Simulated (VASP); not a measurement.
## MgO: single point with r2SCAN

The system is MgO, a slab with vacuum.

```xyz
8
Lattice="2.9728 0.0000 0.0000 0.0000 2.9728 0.0000 0.0000 0.0000 23.3063" Properties=species:S:1:pos:R:3 pbc="T T T"
Mg    1.4864    1.4864    8.5000
Mg    0.0000    0.0000   10.6021
Mg    1.4864    1.4864   12.7089
Mg    0.0000    0.0000   14.7863
O     0.0000    0.0000    8.5000
O     1.4864    1.4864   10.6021
O     0.0000    0.0000   12.7006
O     1.4864    1.4864   14.8292
```

- Program: VASP 6.6.1
- Task: single point
- Functional: r2SCAN
- Potentials or basis: VASP PAW PBE potentials, release 64 (Mg, O)
- Cutoff: 580 eV
- k mesh: 9 × 9 × 1
- Occupations: gaussian, width 0.05 eV
- Spin: no spin polarisation

```
Largest force          : 0.482 eV/Å
Band gap on the k mesh : 3.97 eV
```

Forces on the atoms (eV/Å):
```
Mg   0.000  0.000  0.482
Mg   0.000  0.000 -0.004
Mg   0.000  0.000 -0.031
Mg   0.000  0.000 -0.048
O    0.000  0.000 -0.438
O    0.000  0.000  0.016
O    0.000  0.000  0.029
O    0.000  0.000 -0.006
```

Levels at points of the mesh, in eV from the valence-band top:
```csv
k point,band 12,band 13,band 14,band 15,band 16,band 17,band 18,band 19,band 20,band 21
"(0.00, 0.00, 0.00)",-0.52,-0.25,-0.25,0.00,0.00,3.97,4.39,5.42,6.18,6.52
```

It took 17 min on 1 thread of Intel Xeon 8259CL (shared host), peak memory 0.4 GiB.

Caveat: the PAW data sets were made with another functional, which shifts forces and pressure a little.
